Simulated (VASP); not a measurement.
The system is LuPd.

```
Lu Pd
1.0
     3.41500    0.00000    0.00000
     0.00000    3.41500    0.00000
     0.00000    0.00000    3.41500
Lu Pd
1 1
Direct
  0.00000 0.00000 0.00000
  0.50000 0.50000 0.50000
```

```yaml
Program: VASP 6.6.1
Task: relaxation of cell and atoms
Functional: LDA
Potentials_or_basis: VASP PAW PBE potentials, release 64 (Lu, Pd_sv_GW)
Cutoff: 630 eV
k_mesh: 6 × 6 × 6
Occupations: fermi-dirac, width 0.1 eV
Spin: no spin polarisation
```

At the start: pressure -6.1 GPa; volume 19.91 Å³/atom.

**Question.** How do energy, volume and symmetry change on relaxing?

**Answer.** Over 3 steps the energy falls by 21.4 meV/atom and the volume is 18.86 Å³/atom (-5.3 %); space group Pm-3m (No. 221, to 0.1 Å) before and after.

Step by step:
| step | energy change (eV) | largest force (eV/Å) | pressure (GPa) | volume (Å³) |
| --- | --- | --- | --- | --- |
| 1 | 0.0000 | 0.0000 | -6.05 | 39.83 |
| 2 | 0.0041 | 0.0000 | 7.56 | 35.65 |
| 3 | -0.0428 | 0.0000 | -0.02 | 37.71 |

Final structure:
```
Lu Pd
1.0
     3.35349    0.00000    0.00000
     0.00000    3.35349    0.00000
     0.00000    0.00000    3.35349
Lu Pd
1 1
Cartesian
  0.0000 0.0000 0.0000
  1.6767 1.6767 1.6767
```

Caveat: the PAW data sets were made with another functional, which shifts forces and pressure a little.
